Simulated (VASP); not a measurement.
Set up this calculation in VASP 6.6.1, as the native input.

```
Task                   : relaxation of cell and atoms
Functional             : PBE
Potentials or basis    : VASP PAW PBE potentials, release 64 (Si, Ge_d)
Cutoff                 : 600 eV
k mesh                 : 4 × 4 × 2
Occupations            : gaussian, width 0.2 eV
Spin                   : no spin polarisation
Dipole correction      : no
Further INCAR settings : ALGO = Normal; EDIFF = 1e-07; IBRION = 2; EDIFFG = -0.08; NSW = 36; ISIF = 3
```

The structure of Si6Ge lies in POSCAR:

```
Si6Ge
1.0
    2.9640920000     -3.0099592400      0.0000000000
    2.9640920000      3.0099592400      0.0000000000
   -2.2300696300      0.0000000000      7.4661031500
Si Ge
6 1
Direct
    0.7820425500      0.2179574500      0.0000000000
    0.2179574500      0.7820425500      0.0000000000
    0.6168014700      0.9912688300      0.8043453100
    0.0087311700      0.3831985300      0.1956546900
    0.3831985300      0.0087311700      0.1956546900
    0.9912688300      0.6168014700      0.8043453100
    0.5000000000      0.5000000000      0.5000000000
```

The cell was generated, and may not be a known phase.

These files were run (other wordings do the same):

INCAR

```
SYSTEM = Si6Ge
PREC = Accurate
ENCUT = 600
EDIFF = 1E-7
ISMEAR = 0
SIGMA = 0.2
LREAL = .False.
LASPH = .True.
NELM = 100
ALGO = Normal
ISIF = 3
LWAVE = .False.
LCHARG = .False.
GGA = PE
IBRION = 2
NSW = 36
EDIFFG = -0.08
```

KPOINTS

```
Automatic mesh
0
Gamma
  4 4 2
  0 0 0
```

Potentials or basis: VASP PAW PBE potentials, release 64 (Si, Ge_d).

Run with:

```sh
$ cat potpaw_PBE.64/Si/POTCAR potpaw_PBE.64/Ge_d/POTCAR > POTCAR
$ mpirun -np 1 vasp_std > vasp.out
```

Results of the run:

* Relaxed volume: 16.95 Å³/atom
* Relaxed cell: a = 3.761 Å, b = 3.761 Å, c = 8.476 Å, α = 84.37°, β = 84.37°, γ = 91.66°
* Space group after relaxing (to 0.1 Å): C2/m (No. 12)
* Energy gained by relaxing: 3699.5 meV/atom
* Ionic steps: 29
* Pressure after relaxing: 0.1 GPa
* Largest force after relaxing: 0.054 eV/Å
* Band gap on the k mesh: zero (bands 19 and 20 overlap by 2.38 eV)

Caveat: the k points lie up to 0.42 Å⁻¹ apart in the final cell, too coarse for converged energies and pressures of a metal; the relaxation stopped at a loose force limit of 0.08 eV/Å, so its end isn't a converged minimum.

Wall time 15 min on 1 thread of AMD EPYC 7R13 Processor (Zen 3), with other jobs on the host, peak memory 0.28 GiB.
